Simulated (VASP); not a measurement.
# In3SbTe2 (P6/mmm) in VASP: further runs, part 3 of 3

VASP 6.6.1.

### 4 Relaxation of cell and atoms, PBE

This run uses another cell than the first one, of 33.14 Å³/atom.

Contents of INCAR:

```
SYSTEM = In3SbTe2
ALGO = Normal ; EDIFF = 1E-7
EDIFFG = -0.04 ; ENCUT = 600
GGA = PE ; IBRION = 2
ISIF = 3 ; ISMEAR = 0
LASPH = .True. ; LCHARG = .False.
LREAL = .False. ; LWAVE = .False.
NELM = 100 ; NSW = 90
PREC = Accurate ; SIGMA = 0.1
```

Contents of KPOINTS:

```
k-points
0
Gamma
  3 3 4
  0 0 0
```

Contents of POSCAR:

```
In3SbTe2
1.0
    7.0431965575      0.0000000000      0.0000000000
   -3.5215982787      6.0995871426      0.0000000000
    0.0000000000      0.0000000000      4.6279774044
In Sb Te
3 1 2
Direct
    0.5000000000      0.0000000000      0.5000000000
    0.0000000000      0.5000000000      0.5000000000
    0.5000000000      0.5000000000      0.5000000000
    0.0000000000      0.0000000000      0.5000000000
    0.3333333333      0.6666666667      0.0000000000
    0.6666666667      0.3333333333      0.0000000000
```

Potentials or basis: VASP PAW PBE potentials, release 64 (In_d, Sb, Te).

Launch:

```bash
$ cat potpaw_PBE.64/In_d/POTCAR potpaw_PBE.64/Sb/POTCAR potpaw_PBE.64/Te/POTCAR > POTCAR
$ mpirun -np 1 vasp_std > vasp.out
```

OUTCAR:

```text
SYSTEM = In3SbTe2
   EDIFF = 1E-7
   EDIFFG = -0.04
   ENCUT = 600
   GGA = PE
   IBRION = 2
   ISIF = 3
   ISMEAR = 0
   LASPH = .True.
   LREAL = .False.
   NELM = 100
   NSW = 90
   PREC = Accurate

 ion  position               nearest neighbor table
   1  0.500  0.000  0.500-   5 3.08   6 3.08   5 3.08   6 3.08   3 3.52   3 3.52   2 3.52   2 3.52
                             4 3.52   4 3.52
   2  0.000  0.500  0.500-   5 3.08   6 3.08   5 3.08   6 3.08   4 3.52   4 3.52   1 3.52   1 3.52
                             3 3.52   3 3.52
   3  0.500  0.500  0.500-   5 3.08   6 3.08   5 3.08   6 3.08   1 3.52   1 3.52   4 3.52   4 3.52
                             2 3.52   2 3.52
   4  0.000  0.000  0.500-   2 3.52   2 3.52   3 3.52   3 3.52   1 3.52   1 3.52
   5  0.333  0.667  0.000-   1 3.08   1 3.08   2 3.08   2 3.08   3 3.08   3 3.08
   6  0.667  0.333  0.000-   1 3.08   1 3.08   2 3.08   2 3.08   3 3.08   3 3.08

  LATTYP: Found a hexagonal cell.
 ALAT       =     7.0431965575
 C/A-ratio  =     0.6570848004

  Lattice vectors:

 A1 = (   7.0431965575,   0.0000000000,   0.0000000000)
 A2 = (  -3.5215982787,   6.0995871426,   0.0000000000)
 A3 = (   0.0000000000,   0.0000000000,   4.6279774044)

Analysis of symmetry for initial positions (statically):
=====================================================================
 Subroutine PRICEL returns:
 Original cell was already a primitive cell.

 Routine SETGRP: Setting up the symmetry group for a
 hexagonal supercell.

 Subroutine GETGRP returns: Found 24 space group operations
 (whereof 24 operations were pure point group operations)
 out of a pool of 24 trial point group operations.

The static configuration has the point symmetry D_6h.

Analysis of symmetry for dynamics (positions and initial velocities):
=====================================================================
 Subroutine PRICEL returns:
 Original cell was already a primitive cell.

 Routine SETGRP: Setting up the symmetry group for a
 hexagonal supercell.

 Subroutine GETGRP returns: Found 24 space group operations
 (whereof 24 operations were pure point group operations)
 out of a pool of 24 trial point group operations.

The dynamic configuration has the point symmetry D_6h.

 Subroutine INISYM returns: Found 24 space group operations
 (whereof 24 operations are pure point group operations),
 and found     1 'primitive' translations

----------------------------------------------------------------------------------------

                                     Primitive cell

  volume of cell :     198.8206

  direct lattice vectors                    reciprocal lattice vectors
     7.043196557  0.000000000  0.000000000     0.141980987  0.081972761  0.000000000
    -3.521598279  6.099587143  0.000000000     0.000000000  0.163945522  0.000000000
     0.000000000  0.000000000  4.627977404     0.000000000  0.000000000  0.216077114

  length of vectors
     7.043196557  7.043196557  4.627977404     0.163945522  0.163945522  0.216077114

  position of ions in fractional coordinates (direct lattice)
     0.500000000  0.000000000  0.500000000
     0.000000000  0.500000000  0.500000000
     0.500000000  0.500000000  0.500000000
     0.000000000  0.000000000  0.500000000
     0.333333333  0.666666667  0.000000000
     0.666666667  0.333333333  0.000000000

  ion indices of the primitive-cell ions
   primitive index   ion index
                 1           1
                 2           2
                 3           3
                 4           4
                 5           5
                 6           6

----------------------------------------------------------------------------------------

 KPOINTS: k-points

Automatic generation of k-mesh.
 Grid dimensions read from file:
 generate k-points for:    3    3    4

 Generating k-lattice:

  Cartesian coordinates                     Fractional coordinates (reciprocal lattice)
     0.047326996  0.027324254  0.000000000     0.333333333  0.000000000  0.000000000
     0.000000000  0.054648507  0.000000000     0.000000000  0.333333333  0.000000000
     0.000000000  0.000000000  0.054019278     0.000000000  0.000000000  0.250000000

  Length of vectors
     0.054648507  0.054648507  0.054019278

  Shift w.r.t. Gamma in fractional coordinates (k-lattice)
     0.000000000  0.000000000  0.000000000

 Subroutine IBZKPT returns following result:
 ===========================================

 Found      9 irreducible k-points:

 Following reciprocal coordinates:
            Coordinates               Weight
  0.000000  0.000000  0.000000      1.000000
  0.333333 -0.000000  0.000000      6.000000
  0.333333  0.333333  0.000000      2.000000
  0.000000  0.000000  0.250000      2.000000
  0.333333 -0.000000  0.250000     12.000000
  0.333333  0.333333  0.250000      4.000000
  0.000000  0.000000  0.500000      1.000000
  0.333333 -0.000000  0.500000      6.000000
  0.333333  0.333333  0.500000      2.000000
   k-points           NKPTS =      9   k-points in BZ     NKDIM =      9   number of bands    NBANDS=     33
   number of dos      NEDOS =    301   number of ions     NIONS =      6
   total plane-waves  NPLWV = 125440
   dimension x,y,z NGX =    56 NGY =   56 NGZ =   40
   dimension x,y,z NGXF=   112 NGYF=  112 NGZF=   80
   ions per type =               3   1   2
   NGX,Y,Z   is equivalent  to a cutoff of  13.22, 13.22, 14.37 a.u.
   NGXF,Y,Z  is equivalent  to a cutoff of  26.44, 26.44, 28.74 a.u.
 SYSTEM =  In3SbTe2
   PREC   = accura    normal or accurate (medium, high low for compatibility)
   ISTART =      0    job   : 0-new  1-cont  2-samecut
   ICHARG =      2    charge: 1-file 2-atom 10-const
   ISPIN  =      1    spin polarized calculation?
   LNONCOLLINEAR =      F non collinear calculations
   LSORBIT =      F    spin-orbit coupling
   LASPH  =      T    aspherical Exc in radial PAW
   ENCUT  =  600.0 eV  44.10 Ry    6.64 a.u.  14.07 14.07  9.24*2*pi/ulx,y,z
   NELM   =    100;   NELMIN=  2; NELMDL= -5     # of ELM steps
   EDIFF  = 0.1E-06   stopping-criterion for ELM
   LREAL  =      F    real-space projection
   EDIFFG = -.4E-01   stopping-criterion for IOM
   NSW    =     90    number of steps for IOM
   IBRION =      2    ionic relax: 0-MD 1-quasi-New 2-CG
   NFREE  =      1    steps in history (QN), initial steepest desc. (CG)
   ISIF   =      3    stress and relaxation
   ISYM   =      2    0-nonsym 1-usesym 2-fastsym
   POTIM  = 0.5000    time-step for ionic-motion
   TEBEG  =    0.0;   TEEND  =   0.0 temperature during run
   PSTRESS=    0.0 pullay stress
   NELECT =      56.0000    total number of electrons
   NUPDOWN=      -1.0000    fix difference up-down
   EMIN   =  10.00;   EMAX   =-10.00  energy-range for DOS
   EFERMI =   0.00;   METHOD = LEGACY
   ISMEAR =     0;   SIGMA  =   0.10  broadening in eV -4-tet -1-fermi 0-gaus
   EFERMI_NEDOS =   21; number of points for ismear=-14 and -15
   IALGO  =     38    algorithm
   IMIX   =      4    mixing-type and parameters
     AMIX     =   0.40;   BMIX     =  1.00
     AMIX_MAG =   1.60;   BMIX_MAG =  1.00
  volume/ion in A,a.u.               =      33.14       223.62
  Fermi-wavevector in a.u.,A,eV,Ry     =   1.073125  2.027912 15.668435  1.151597
  Thomas-Fermi vector in A             =   2.208915
   LORBIT       =      0    0 simple, 1 ext, 2 COOP (PROOUT), +10 PAW based schemes
   GGA     = PE    functional components
   LHFCALC =     F    Hartree Fock is set to
   AEXX    =    0.0000 exact exchange contribution
   IVDW    =     0    specifies the selected vdW correction
   LEPSILON=     F    determine dielectric tensor
   LRPA    =     F    only Hartree local field effects (RPA)
 conjugate gradient relaxation of ions
 non-spin polarized calculation
 Gauss-broadening in eV      SIGMA  =   0.10
  energy-cutoff  :      600.00
  volume of cell :      198.82
 maximum number of plane-waves:      6672
   NGX = 29   NGY = 29   NGZ = 19

--------------------------------------- Ionic step        1  -------------------------------------------

 number of electron      55.9999987 magnetization

 Free energy of the ion-electron system (eV)
  ---------------------------------------------------
  ext. energy  EPLUGINS =         0.00000000
  ---------------------------------------------------
  free energy    TOTEN  =       -17.52863610 eV

  energy without entropy =      -17.51011452  energy(sigma->0) =      -17.51937531

------------------------ aborting loop because EDIFF is reached ----------------------------------------

  FORCE on cell =-STRESS in cart. coord.  units (eV):
  Direction    XX          YY          ZZ          XY          YZ          ZX
  --------------------------------------------------------------------------------------
  -------------------------------------------------------------------------------------
  Total        1.1138225      1.1138225     -1.4295711      0.0000000     -0.0000000      0.0000000
  in kB        8.9756332      8.9756332    -11.5200632      0.0000000     -0.0000000      0.0000000
  external PRESSURE =       2.1437344 kB  Pullay stress =       0.0000000 kB
[... 65 lines left out ...]
  energy  without entropy=      -17.5403176109  energy(sigma->0) =      -17.54872461

--------------------------------------- Ionic step        3  -------------------------------------------

 number of electron      56.0000015 magnetization

 Free energy of the ion-electron system (eV)
  ---------------------------------------------------
  ext. energy  EPLUGINS =         0.00000000
  ---------------------------------------------------
  free energy    TOTEN  =       -17.56819070 eV

  energy without entropy =      -17.55240803  energy(sigma->0) =      -17.56029937

 E-fermi :   5.1304     XC(G=0):  -8.9977

 val. band max:        4.9969315270   @ k =   0.3333   0.3333   0.0000
 cond. band min:       5.2044033283   @ k =   0.3333  -0.0000   0.0000
 fundamental gap:      0.2074718013
 Fermi energy:         5.1303878622

 k-point     1 :       0.0000    0.0000    0.0000
  band No.  band energies     occupation
      1      -9.4145      2.00000
      2      -9.3711      2.00000
      3      -9.3249      2.00000
      4      -9.3249      2.00000
      5      -9.3097      2.00000
      6      -9.2535      2.00000
[... 346 lines left out ...]
  FREE ENERGIE OF THE ION-ELECTRON SYSTEM (eV)
  ---------------------------------------------------
  free  energy   TOTEN  =       -17.5681907020 eV

  energy  without entropy=      -17.5524080321  energy(sigma->0) =      -17.56029937

 reached required accuracy - stopping structural energy minimisation
```

Run time: 5.7 min. Hardware: 1 thread of Intel Xeon 8259CL, shared host; peak memory 0.42 GiB.

Results:

```
Free energy                           : -17.5682 eV
Relaxed volume                        : 33.55 Å³/atom
Relaxed cell                          : a = 7.169 Å, b = 7.169 Å, c = 4.521 Å, α = 90.00°, β = 90.00°, γ = 120.00°
Space group after relaxing (to 0.1 Å) : P6/mmm (No. 191)
Energy gained by relaxing             : 6.6 meV/atom
Ionic steps                           : 3
Pressure after relaxing               : 0.1 GPa
Band gap on the k mesh                : zero (bands 28 and 29 overlap by 1.43 eV)
```

The path:
| step | energy change (eV) | largest force (eV/Å) | pressure (GPa) | volume (Å³) |
| --- | --- | --- | --- | --- |
| 1 | 0.0000 | 0.0000 | 0.21 | 198.82 |
| 2 | -0.0285 | 0.0000 | 0.14 | 200.07 |
| 3 | -0.0396 | 0.0000 | 0.09 | 201.27 |

Final structure:
```
In Sb Te
1.0
     7.16946    0.00000    0.00000
    -3.58473    6.20894    0.00000
     0.00000    0.00000    4.52149
In Sb Te
3 1 2
Direct
  0.50000 0.00000 0.50000
  0.00000 0.50000 0.50000
  0.50000 0.50000 0.50000
  0.00000 0.00000 0.50000
  0.33333 0.66667 0.00000
  0.66667 0.33333 0.00000
```

Levels at points of the mesh, in eV from the Fermi level:
```
           k point  band 26  band 27  band 28  band 29  band 30  band 31
(0.00, 0.00, 0.00)    -0.34    -0.34     0.32     0.93     1.43     1.43
(0.00, 0.00, 0.50)    -1.87    -1.19    -1.19    -1.11     2.59     3.21
```

Caveat: spin-orbit coupling is left out, which moves the levels of the heavy elements.

### 5 Relaxation of cell and atoms, PBE

This run uses another cell than the first one, of 33.68 Å³/atom.

Contents of INCAR:

```
SYSTEM = In3SbTe2
ALGO = Normal
EDIFF = 1E-6
EDIFFG = -0.01
ENCUT = 600
GGA = PE
IBRION = 2
ISIF = 3
ISMEAR = 0
LASPH = .TRUE.
LCHARG = .FALSE.
LREAL = .FALSE.
LWAVE = .FALSE.
NELM = 100
NSW = 100
PREC = Accurate
SIGMA = 0.1
```

Contents of KPOINTS:

```
k-points
0
G
  6 6 8
  0 0 0
```

Changes to POSCAR since step 4:

```diff
@@ -2,5 +2,5 @@
 1.0
-    7.0431965575      0.0000000000      0.0000000000
-   -3.5215982787      6.0995871426      0.0000000000
-    0.0000000000      0.0000000000      4.6279774044
+    7.1850883859      0.0000000000      0.0000000000
+   -3.5925441929      6.2224690706      0.0000000000
+    0.0000000000      0.0000000000      4.5196123819
 In Sb Te
```

Launch:

```bash
$ cat potpaw_PBE.64/In_d/POTCAR potpaw_PBE.64/Sb/POTCAR potpaw_PBE.64/Te/POTCAR > POTCAR
$ mpirun -np 1 vasp_std > vasp.out
```

It took 6.4 min on 1 thread of Intel Xeon Platinum 8259CL at 2.50GHz (Skylake/Cascade Lake), shared host; peak memory 0.55 GiB.

The run converged. Its results:

- Free energy: -17.4151 eV
- Relaxed volume: 33.74 Å³/atom
- Relaxed cell: a = 7.189 Å, b = 7.189 Å, c = 4.523 Å, α = 90.00°, β = 90.00°, γ = 120.00°
- Space group after relaxing (to 0.1 Å): P6/mmm (No. 191)
- Energy gained by relaxing: 0.0 meV/atom
- Ionic steps: 2
- Pressure after relaxing: 0.0 GPa
- Band gap on the k mesh: zero (bands 28 and 29 overlap by 1.56 eV)

Final structure:
```yaml
crystal:
  lattice:
    - [7.18900, 0.00000, 0.00000]
    - [-3.59450, 6.22586, 0.00000]
    - [0.00000, 0.00000, 4.52334]
  atoms:
    - { symbol: In, position: [0.50000, 0.00000, 0.50000] }
    - { symbol: In, position: [0.00000, 0.50000, 0.50000] }
    - { symbol: In, position: [0.50000, 0.50000, 0.50000] }
    - { symbol: Sb, position: [0.00000, 0.00000, 0.50000] }
    - { symbol: Te, position: [0.33333, 0.66667, 0.00000] }
    - { symbol: Te, position: [0.66667, 0.33333, 0.00000] }
```

Levels at points of the mesh, in eV from the Fermi level:
```csv
k point,band 25,band 26,band 27,band 28,band 29,band 30,band 31,band 32
"(0.00, 0.00, 0.00)",-1.44,-0.40,-0.40,0.26,0.98,1.35,1.35,2.65
"(0.50, 0.00, 0.00)",-1.54,-1.25,-1.00,0.50,0.85,1.05,1.67,2.56
"(0.00, 0.00, 0.50)",-1.91,-1.91,-1.25,-1.25,-1.06,2.49,3.12,3.12
"(0.50, 0.00, 0.50)",-1.68,-0.93,-0.84,-0.66,-0.37,1.32,1.58,1.91
```

Caveat: spin-orbit coupling is left out, which moves the levels of the heavy elements.

### 6 Summary

| task | cell | k mesh | cutoff (eV) | gap on the mesh (eV) | pressure (GPa) | relaxed volume (Å³/atom) |
| --- | --- | --- | --- | --- | --- | --- |
| single point | a = 7.189, b = 7.189, c = 4.524 Å, angles 90.0, 90.0, 120.0°, 6 atoms | 6 × 6 × 8 | 520 | none | 0.0 | - |
| relaxation of cell and atoms | relaxed from a = 5.164, b = 5.164, c = 8.248 Å, angles 90.0, 90.0, 120.0°, 6 atoms | 6 × 6 × 2 | 600 | none | 0.0 | 33.18 |
| relaxation of cell and atoms | relaxed from a = 7.043, b = 7.043, c = 4.628 Å, angles 90.0, 90.0, 120.0°, 6 atoms | 3 × 3 × 4 | 600 | none | 0.1 | 33.55 |
| relaxation of cell and atoms | relaxed from a = 7.185, b = 7.185, c = 4.520 Å, angles 90.0, 90.0, 120.0°, 6 atoms | 6 × 6 × 8 | 600 | none | 0.0 | 33.74 |

Alike in all rows: level PBE; potentials or basis VASP PAW PBE potentials, release 64 (In_d, Sb, Te); no spin polarisation; smearing gaussian 0.1 eV.

Caveats: some runs use coarse meshes; spin-orbit coupling is left out, which moves the levels of the heavy elements; a cell axis changed by over 15 % at a fixed basis, so the end point is rough (at least some runs).

Absolute energies hang on the potentials; compare differences alone.
